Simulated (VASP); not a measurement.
# Cd (Fm-3m) in VASP: further runs

Runs on Cd. Level: LDA. Tasks: single point.

Everything below comes from runs of VASP 6.6.1. Logs are shortened: lines on timing, memory, paths and dates and some standing lists are left out, and cuts for length are marked.

### Step 1. The cell of the first run

Symmetry: Fm-3m, No. 225, cubic system. The conventional cell has a = 4.306 Å, b = 4.306 Å, c = 4.306 Å, α = 90.00°, β = 90.00°, γ = 90.00°. Within 4.0 Å of Cd (site symmetry m-3m) lie 12 Cd at 3.04 Å.

### Step 2. Single point, LDA

Input file INCAR:

```
SYSTEM = Cd
ALGO = Normal
EDIFF = 1E-6
ENCUT = 520
ISIF = 2
ISMEAR = -1
LASPH = .TRUE.
LCHARG = .FALSE.
LREAL = .FALSE.
LWAVE = .FALSE.
NBANDS = 12
NELM = 60
PREC = Accurate
SIGMA = 0.1
```

Input file KPOINTS:

```
k-points
0
G
  12 12 12
  0 0 0
```

Input file POSCAR:

```
Cd
1.0
    0.0000000000      2.1528863529      2.1528863529
    2.1528863529      0.0000000000      2.1528863529
    2.1528863529      2.1528863529      0.0000000000
Cd
1
Direct
    0.0000000000      0.0000000000      0.0000000000
```

Potentials or basis: VASP PAW LDA potentials, release 64 (Cd).

Command:

```
$ cat potpaw_LDA.64/Cd/POTCAR > POTCAR
$ mpirun -np 1 vasp_std > vasp.out
```

OUTCAR:

```text
SYSTEM = Cd
   EDIFF = 1E-6
   ENCUT = 520
   ISIF = 2
   ISMEAR = -1
   LASPH = .TRUE.
   LREAL = .FALSE.
   NELM = 60
   PREC = Accurate

 ion  position               nearest neighbor table
   1  0.000  0.000  0.000-

  LATTYP: Found a face centered cubic cell.
 ALAT       =     4.3057727058

  Lattice vectors:

 A1 = (   0.0000000000,   2.1528863529,   2.1528863529)
 A2 = (   2.1528863529,   0.0000000000,   2.1528863529)
 A3 = (   2.1528863529,   2.1528863529,   0.0000000000)

Analysis of symmetry for initial positions (statically):
=====================================================================
 Subroutine PRICEL returns:
 Original cell was already a primitive cell.

 Routine SETGRP: Setting up the symmetry group for a
 face centered cubic supercell.

 Subroutine GETGRP returns: Found 48 space group operations
 (whereof 48 operations were pure point group operations)
 out of a pool of 48 trial point group operations.

The static configuration has the point symmetry O_h .

Analysis of symmetry for dynamics (positions and initial velocities):
=====================================================================
 Subroutine PRICEL returns:
 Original cell was already a primitive cell.

 Routine SETGRP: Setting up the symmetry group for a
 face centered cubic supercell.

 Subroutine GETGRP returns: Found 48 space group operations
 (whereof 48 operations were pure point group operations)
 out of a pool of 48 trial point group operations.

The dynamic configuration has the point symmetry O_h .

 Subroutine INISYM returns: Found 48 space group operations
 (whereof 48 operations are pure point group operations),
 and found     1 'primitive' translations

----------------------------------------------------------------------------------------

                                     Primitive cell

  volume of cell :      19.9569

  direct lattice vectors                    reciprocal lattice vectors
     0.000000000  2.152886353  2.152886353    -0.232246351  0.232246351  0.232246351
     2.152886353  0.000000000  2.152886353     0.232246351 -0.232246351  0.232246351
     2.152886353  2.152886353  0.000000000     0.232246351  0.232246351 -0.232246351

  length of vectors
     3.044641079  3.044641079  3.044641079     0.402262480  0.402262480  0.402262480

  position of ions in fractional coordinates (direct lattice)
     0.000000000  0.000000000  0.000000000

  ion indices of the primitive-cell ions
   primitive index   ion index
                 1           1

----------------------------------------------------------------------------------------

 KPOINTS: k-points

Automatic generation of k-mesh.
 Grid dimensions read from file:
 generate k-points for:   12   12   12

 Generating k-lattice:

  Cartesian coordinates                     Fractional coordinates (reciprocal lattice)
    -0.019353863  0.019353863  0.019353863     0.083333333  0.000000000  0.000000000
     0.019353863 -0.019353863  0.019353863     0.000000000  0.083333333  0.000000000
     0.019353863  0.019353863 -0.019353863     0.000000000  0.000000000  0.083333333

  Length of vectors
     0.033521873  0.033521873  0.033521873

  Shift w.r.t. Gamma in fractional coordinates (k-lattice)
     0.000000000  0.000000000  0.000000000

 Subroutine IBZKPT returns following result:
 ===========================================

 Found     72 irreducible k-points:

 Following reciprocal coordinates:
            Coordinates               Weight
  0.000000  0.000000  0.000000      1.000000
  0.083333  0.000000  0.000000      8.000000
  0.166667  0.000000  0.000000      8.000000
  0.250000  0.000000  0.000000      8.000000
  0.333333  0.000000  0.000000      8.000000
  0.416667  0.000000  0.000000      8.000000
[... 16 lines left out ...]
  0.500000  0.166667  0.000000     24.000000
 -0.416667  0.166667  0.000000     24.000000
 [... further k-points ...]
   k-points           NKPTS =     72   k-points in BZ     NKDIM =     72   number of bands    NBANDS=     12
   number of dos      NEDOS =    301   number of ions     NIONS =      1
   total plane-waves  NPLWV =  13824
   dimension x,y,z NGX =    24 NGY =   24 NGZ =   24
   dimension x,y,z NGXF=    48 NGYF=   48 NGZF=   48
   ions per type =               1
   NGX,Y,Z   is equivalent  to a cutoff of  13.10, 13.10, 13.10 a.u.
   NGXF,Y,Z  is equivalent  to a cutoff of  26.21, 26.21, 26.21 a.u.
 SYSTEM =  Cd
   PREC   = accura    normal or accurate (medium, high low for compatibility)
   ISTART =      0    job   : 0-new  1-cont  2-samecut
   ICHARG =      2    charge: 1-file 2-atom 10-const
   ISPIN  =      1    spin polarized calculation?
   LNONCOLLINEAR =      F non collinear calculations
   LSORBIT =      F    spin-orbit coupling
   LASPH  =      T    aspherical Exc in radial PAW
   ENCUT  =  520.0 eV  38.22 Ry    6.18 a.u.   5.66  5.66  5.66*2*pi/ulx,y,z
   NELM   =     60;   NELMIN=  2; NELMDL= -5     # of ELM steps
   EDIFF  = 0.1E-05   stopping-criterion for ELM
   LREAL  =      F    real-space projection
[... 7 lines left out ...]
   TEBEG  =    0.0;   TEEND  =   0.0 temperature during run
   PSTRESS=    0.0 pullay stress
   NELECT =      12.0000    total number of electrons
   NUPDOWN=      -1.0000    fix difference up-down
   EMIN   =  10.00;   EMAX   =-10.00  energy-range for DOS
   EFERMI =   0.00;   METHOD = LEGACY
   ISMEAR =    -1;   SIGMA  =   0.10  broadening in eV -4-tet -1-fermi 0-gaus
   EFERMI_NEDOS =   21; number of points for ismear=-14 and -15
   IALGO  =     38    algorithm
   IMIX   =      4    mixing-type and parameters
     AMIX     =   0.40;   BMIX     =  1.00
     AMIX_MAG =   1.60;   BMIX_MAG =  1.00
  volume/ion in A,a.u.               =      19.96       134.68
  Fermi-wavevector in a.u.,A,eV,Ry     =   1.381775  2.611177 25.977650  1.909303
  Thomas-Fermi vector in A             =   2.506528
   LORBIT       =      0    0 simple, 1 ext, 2 COOP (PROOUT), +10 PAW based schemes
   GGA     = CA    functional components
   LHFCALC =     F    Hartree Fock is set to
   AEXX    =    0.0000 exact exchange contribution
   IVDW    =     0    specifies the selected vdW correction
   LEPSILON=     F    determine dielectric tensor
   LRPA    =     F    only Hartree local field effects (RPA)
 non-spin polarized calculation
  energy-cutoff  :      520.00
  volume of cell :       19.96
 maximum number of plane-waves:       547
   NGX = 11   NGY = 11   NGZ = 11

 number of electron      11.9999994 magnetization

 Free energy of the ion-electron system (eV)
  ---------------------------------------------------
  ext. energy  EPLUGINS =         0.00000000
  ---------------------------------------------------
  free energy    TOTEN  =        -1.50264275 eV

  energy without entropy =       -1.48929708  energy(sigma->0) =       -1.49596991

 E-fermi :   3.2417     XC(G=0): -11.8072

 val. band max:        3.1454241903   @ k =  -0.4167   0.3333   0.0000
 cond. band min:       3.3105752576   @ k =  -0.4167   0.0833   0.0000
 fundamental gap:      0.1651510672
 Fermi energy:         3.2417058866

 k-point     1 :       0.0000    0.0000    0.0000
  band No.  band energies     occupation
      1      -6.2359      2.00000
      2      -6.0660      2.00000
      3      -6.0660      2.00000
      4      -6.0660      2.00000
      5      -5.5060      2.00000
      6      -5.5060      2.00000
      7      17.5677      0.00000
      8      19.0372      0.00000
      9      19.0372      0.00000
     10      19.0372      0.00000
     11      22.6953      0.00000
     12      22.6953      0.00000

 k-point     2 :       0.0833    0.0000    0.0000
  band No.  band energies     occupation
      1      -6.1462      2.00000
      2      -6.0315      2.00000
      3      -6.0315      2.00000
      4      -5.9848      2.00000
      5      -5.5143      2.00000
      6      -5.5143      2.00000
      7      16.4683      0.00000
      8      17.9808      0.00000
      9      18.7818      0.00000
     10      18.7818      0.00000
     11      23.0293      0.00000
     12      23.1303      0.00000

 k-point     3 :       0.1667    0.0000    0.0000
  band No.  band energies     occupation
      1      -6.2520      2.00000
      2      -5.9627      2.00000
      3      -5.9627      2.00000
      4      -5.5086      2.00000
      5      -5.5086      2.00000
      6      -5.3553      2.00000
      7      13.2330      0.00000
      8      17.8894      0.00000
      9      18.2367      0.00000
     10      18.2367      0.00000
     11      22.4917      0.00000
     12      23.5346      0.00000
[... 286 lines left out ...]
 k-point    23 :       0.5000    0.1667    0.0000
  band No.  band energies     occupation
      1      -6.5292      2.00000
      2      -6.1260      2.00000
      3      -5.8242      2.00000
      4      -5.4976      2.00000
      5      -5.0375      2.00000
      6       0.4918      2.00000
      7       3.7259      0.01566
      8      12.4375      0.00000
      9      14.0841      0.00000
     10      16.0145      0.00000
     11      23.6686      0.00000
     12      23.7154      0.00000

 k-point    24 :      -0.4167    0.1667    0.0000
  band No.  band energies     occupation
      1      -6.4962      2.00000
      2      -6.1380      2.00000
      3      -5.8486      2.00000
      4      -5.4192      2.00000
      5      -5.1220      2.00000
      6       1.1816      2.00000
      7       2.9549      1.89254
      8      11.6438      0.00000
      9      14.8480      0.00000
     10      16.3051      0.00000
     11      23.0930      0.00000
     12      23.2482      0.00000

 [... further k-points ...]

------------------------ aborting loop because EDIFF is reached ----------------------------------------

  FORCE on cell =-STRESS in cart. coord.  units (eV):
  Direction    XX          YY          ZZ          XY          YZ          ZX
  --------------------------------------------------------------------------------------
  -------------------------------------------------------------------------------------
  Total        0.0786775      0.0786775      0.0786775      0.0000000     -0.0000000     -0.0000000
  in kB        6.3163754      6.3163754      6.3163754      0.0000000     -0.0000000     -0.0000000
  external PRESSURE =       6.3163754 kB  Pullay stress =       0.0000000 kB

 VOLUME and BASIS-vectors are now :
 -----------------------------------------------------------------------------
  energy-cutoff  :      520.00
  volume of cell :       19.96
      direct lattice vectors                 reciprocal lattice vectors
     0.000000000  2.152886353  2.152886353    -0.232246351  0.232246351  0.232246351
     2.152886353  0.000000000  2.152886353     0.232246351 -0.232246351  0.232246351
     2.152886353  2.152886353  0.000000000     0.232246351  0.232246351 -0.232246351

 POSITION                                       TOTAL-FORCE (eV/Angst)
 -----------------------------------------------------------------------------------
      0.00000      0.00000      0.00000         0.000000      0.000000      0.000000
 -----------------------------------------------------------------------------------
    total drift:                               -0.000000      0.000000     -0.000000

  FREE ENERGIE OF THE ION-ELECTRON SYSTEM (eV)
  ---------------------------------------------------
  free  energy   TOTEN  =        -1.5026427479 eV

  energy  without entropy=       -1.4892970790  energy(sigma->0) =       -1.49596991
```

It took 18 s on 1 thread of AMD EPYC 7R43 (Zen 3), shared host; peak memory 0.1 GiB.

What came out:

```
Free energy            : -1.5026 eV
Pressure               : 0.6 GPa
Band gap on the k mesh : zero (band 6 reaches 5.41 eV, above the bottom of band 7 at 2.07 eV)
```

### Step 3. Single point, LDA (volume scaled by 0.88)

Input file INCAR:

```
SYSTEM = Cd
  PREC = Accurate
  ENCUT = 520
  EDIFF = 1E-6
  ISMEAR = -1
  SIGMA = 0.1
  LREAL = .False.
  LASPH = .True.
  NELM = 100
  ALGO = Normal
  ISIF = 2
  LWAVE = .False.
  LCHARG = .False.
  NBANDS = 12
```

Input file KPOINTS:

```
regular mesh
0
Gamma
  14 14 14
  0 0 0
```

Input file POSCAR:

```
Cd
1.0
    0.0000000000      2.0630764843      2.0630764843
    2.0630764843      0.0000000000      2.0630764843
    2.0630764843      2.0630764843      0.0000000000
Cd
1
Direct
    0.0000000000      0.0000000000      0.0000000000
```

Potentials or basis: VASP PAW LDA potentials, release 64 (Cd).

Command:

```
$ cat potpaw_LDA.64/Cd/POTCAR > POTCAR
$ mpirun -np 1 vasp_std > vasp.out
```

OUTCAR:

```text
SYSTEM = Cd
   PREC = Accurate
   ENCUT = 520
   EDIFF = 1E-6
   ISMEAR = -1
   LREAL = .False.
   LASPH = .True.
   NELM = 100
   ISIF = 2

 ion  position               nearest neighbor table
   1  0.000  0.000  0.000-

  LATTYP: Found a face centered cubic cell.
 ALAT       =     4.1261529686

  Lattice vectors:

 A1 = (   0.0000000000,   2.0630764843,   2.0630764843)
 A2 = (   2.0630764843,   0.0000000000,   2.0630764843)
 A3 = (   2.0630764843,   2.0630764843,   0.0000000000)

Analysis of symmetry for initial positions (statically):
=====================================================================
 Subroutine PRICEL returns:
 Original cell was already a primitive cell.

 Routine SETGRP: Setting up the symmetry group for a
 face centered cubic supercell.

 Subroutine GETGRP returns: Found 48 space group operations
 (whereof 48 operations were pure point group operations)
 out of a pool of 48 trial point group operations.

The static configuration has the point symmetry O_h .

Analysis of symmetry for dynamics (positions and initial velocities):
=====================================================================
 Subroutine PRICEL returns:
[... 169 lines left out ...]
      6      -4.6761      2.00000
      7      19.0879      0.00000
      8      21.4340      0.00000
      9      21.4340      0.00000
     10      21.4340      0.00000
     11      25.4921      0.00000
     12      25.4921      0.00000
[... 331 lines left out ...]
 k-point    24 :       0.2857    0.1429    0.0000
  band No.  band energies     occupation
      1      -5.8357      2.00000
      2      -5.2890      2.00000
      3      -5.1481      2.00000
      4      -5.0329      2.00000
      5      -4.3868      2.00000
      6      -3.3981      2.00000
      7      12.6335      0.00000
      8      16.8119      0.00000
      9      18.2019      0.00000
     10      19.2307      0.00000
     11      22.5656      0.00000
     12      26.8627      0.00000

 [... further k-points ...]

------------------------ aborting loop because EDIFF is reached ----------------------------------------

  FORCE on cell =-STRESS in cart. coord.  units (eV):
  Direction    XX          YY          ZZ          XY          YZ          ZX
  --------------------------------------------------------------------------------------
  -------------------------------------------------------------------------------------
  Total        1.5375485      1.5375485      1.5375485      0.0000000      0.0000000      0.0000000
  in kB      140.2695552    140.2695552    140.2695552      0.0000000      0.0000000      0.0000000
  external PRESSURE =     140.2695552 kB  Pullay stress =       0.0000000 kB

 VOLUME and BASIS-vectors are now :
 -----------------------------------------------------------------------------
  energy-cutoff  :      520.00
  volume of cell :       17.56
      direct lattice vectors                 reciprocal lattice vectors
     0.000000000  2.063076484  2.063076484    -0.242356502  0.242356502  0.242356502
     2.063076484  0.000000000  2.063076484     0.242356502 -0.242356502  0.242356502
     2.063076484  2.063076484  0.000000000     0.242356502  0.242356502 -0.242356502

 POSITION                                       TOTAL-FORCE (eV/Angst)
 -----------------------------------------------------------------------------------
      0.00000      0.00000      0.00000         0.000000     -0.000000     -0.000000
 -----------------------------------------------------------------------------------
    total drift:                               -0.000000      0.000000     -0.000000

  FREE ENERGIE OF THE ION-ELECTRON SYSTEM (eV)
  ---------------------------------------------------
  free  energy   TOTEN  =        -1.4168344817 eV

  energy  without entropy=       -1.4073297965  energy(sigma->0) =       -1.41208214
```

OSZICAR:

```text
N       E                     dE             d eps       ncg     rms          rms(c)
DAV:   1     0.702798274290E+02    0.70280E+02   -0.72297E+03  2696   0.104E+03
DAV:   2    -0.330677341608E+00   -0.70611E+02   -0.66655E+02  2700   0.245E+02
DAV:   3    -0.151867027202E+01   -0.11880E+01   -0.11874E+01  3000   0.352E+01
DAV:   4    -0.152020574087E+01   -0.15355E-02   -0.15354E-02  2808   0.128E+00
DAV:   5    -0.152020914256E+01   -0.34017E-05   -0.34020E-05  2984   0.591E-02    0.577E+00
DAV:   6    -0.142956021941E+01    0.90649E-01   -0.20959E-01  2892   0.627E+00    0.409E+00
DAV:   7    -0.141849382463E+01    0.11066E-01   -0.18044E-02  2968   0.147E+00    0.174E+00
DAV:   8    -0.141682759303E+01    0.16662E-02   -0.19295E-03  2664   0.657E-01    0.610E-02
DAV:   9    -0.141683265323E+01   -0.50602E-05   -0.26363E-06  3004   0.141E-02    0.187E-02
DAV:  10    -0.141683448755E+01   -0.18343E-05   -0.13780E-06  2464   0.138E-02    0.104E-03
DAV:  11    -0.141683448166E+01    0.58865E-08   -0.18388E-08  1488   0.152E-03
   1 F= -.14168345E+01 E0= -.14120821E+01  d E =-.950469E-02
```

It took 27 s on 1 thread of AMD EPYC 7R43 (Zen 3), shared host; peak memory 0.1 GiB.

What came out:

```yaml
Free_energy: -1.4168 eV
Pressure: 14.0 GPa
Band_gap_on_the_k_mesh: zero (band 6 reaches 5.83 eV, above the bottom of band 7 at 3.49 eV)
```

### Step 4. Single point, LDA (volume scaled by 0.92)

Input file INCAR:

```
PREC = Accurate
ENCUT = 520
EDIFF = 1E-6
ISMEAR = -1
SIGMA = 0.1
LREAL = False
LASPH = True
NELM = 60
ALGO = Normal
ISIF = 2
LWAVE = False
LCHARG = False
GGA = CA
NBANDS = 12
```

Input file KPOINTS:

```
Automatic mesh
0
Gamma
  14 14 14
```

Input file POSCAR:

```
Cd
1.0
    0.0000000000      2.0938732110      2.0938732110
    2.0938732110      0.0000000000      2.0938732110
    2.0938732110      2.0938732110      0.0000000000
Cd
1
Direct
    0.0000000000      0.0000000000      0.0000000000
```

Command:

```
$ cat potpaw_LDA.64/Cd/POTCAR > POTCAR
$ mpirun -np 1 vasp_std > vasp.out
```

Wall time 30 s (1 thread of AMD EPYC 7R43 (Zen 3), shared host); peak memory 0.11 GiB.

It converged, with:

```yaml
Free_energy: -1.4721 eV
Pressure: 8.4 GPa
Band_gap_on_the_k_mesh: zero (band 6 reaches 5.40 eV, above the bottom of band 7 at 2.97 eV)
```

Levels at points of the mesh, in eV from the Fermi level:
```tsv
k point	band 3	band 4	band 5	band 6	band 7	band 8	band 9	band 10
(0.00, 0.00, 0.00)	-9.65	-9.65	-8.99	-8.99	14.53	16.57	16.57	16.57
(0.50, 0.00, 0.00)	-9.65	-8.45	-8.45	-3.09	-1.04	13.59	14.04	14.04
(0.50, 0.50, 0.00)	-8.48	-8.31	-8.31	-1.33	2.05	7.31	7.31	12.46
```

### Step 5. Overview

```csv
cell,k mesh,gap on the mesh (eV),pressure (GPa)
"a = 3.045 Å, angles 60.0°, 1 atom",12 × 12 × 12,none,0.6
"a = 2.918 Å, angles 60.0°, 1 atom",14 × 14 × 14,none,14.0
"a = 2.961 Å, angles 60.0°, 1 atom",14 × 14 × 14,none,8.4
```

Alike in all rows: task single point; level LDA; potentials or basis VASP PAW LDA potentials, release 64 (Cd); no spin polarisation; cutoff (eV) 520; smearing fermi-dirac 0.1 eV.

Total energies depend on the potentials used, so only differences within one code and one set of settings carry meaning.
